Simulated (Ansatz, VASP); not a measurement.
# One calculation of CuAu3, two programs

File INCAR:

```
ALGO = Fast ; EDIFF = 1E-6
ENCUT = 520 ; GGA = PS
ISIF = 2 ; ISMEAR = 0
LASPH = True ; LCHARG = False
LREAL = False ; LWAVE = False
NBANDS = 30 ; NELM = 60
PREC = Accurate ; SIGMA = 0.1
```

KPOINTS

```
k-points
0
Gamma
  14 14 14
```

File POSCAR:

```
CuAu3
1.0
    4.2127068537      0.0000000000      0.0000000000
    0.0000000000      4.2127068537      0.0000000000
    0.0000000000      0.0000000000      4.2127068537
Cu Au
1 3
Direct
    0.0000000000      0.0000000000      0.0000000000
    0.0000000000      0.5000000000      0.5000000000
    0.5000000000      0.0000000000      0.5000000000
    0.5000000000      0.5000000000      0.0000000000
```

Input for Ansatz:

```yaml
crystal:
  lattice:
    - [4.2127068537, 0.0, 0.0]
    - [0.0, 4.2127068537, 0.0]
    - [0.0, 0.0, 4.2127068537]
  atoms:
    - { symbol: Cu, position: [0.0, 0.0, 0.0] }
    - { symbol: Au, position: [0.0, 0.5, 0.5] }
    - { symbol: Au, position: [0.5, 0.0, 0.5] }
    - { symbol: Au, position: [0.5, 0.5, 0.0] }
basis:
  ecutwfc: 420
kpoints:
  mp_grid: { grid: [14, 14, 14] }
hamiltonian:
  xc: pbesol
scf:
  occupations: { method: gaussian, width: 0.1 }
output:
  forces: true
  stress: true
  eigenvalues: true
```

Change from the starting cell: equal strain along all axes, cell held, atoms relaxed: +6.0 %.

Alike in both runs: task single point; functional PBEsol; k mesh 14 × 14 × 14; occupations gaussian, width 0.1 eV; no spin polarisation.

|  | VASP | Ansatz |
| --- | --- | --- |
| version | VASP 6.6.1 | Ansatz 0.2.0 |
| potentials or method | VASP PAW PBE potentials, release 64 (Cu, Au), cutoff 520 eV | scalar-relativistic, plane waves, PAW |
| valence electrons in the cell | 44 | 76 |

```tsv
	VASP	Ansatz	Ansatz less VASP
gap on the k mesh at the Fermi level (eV)	none	none	-
pressure (GPa)	-18.5	-18.3	+0.16
```

VASP's potentials were made for PBE, not for PBEsol. A gap of «none» marks a metal or a gap that the smearing closes. VASP's potentials hold 44 valence electrons a cell and Ansatz's 76, so a difference there can come from the potentials and not from the codes.

Neither program's run includes spin-orbit coupling.
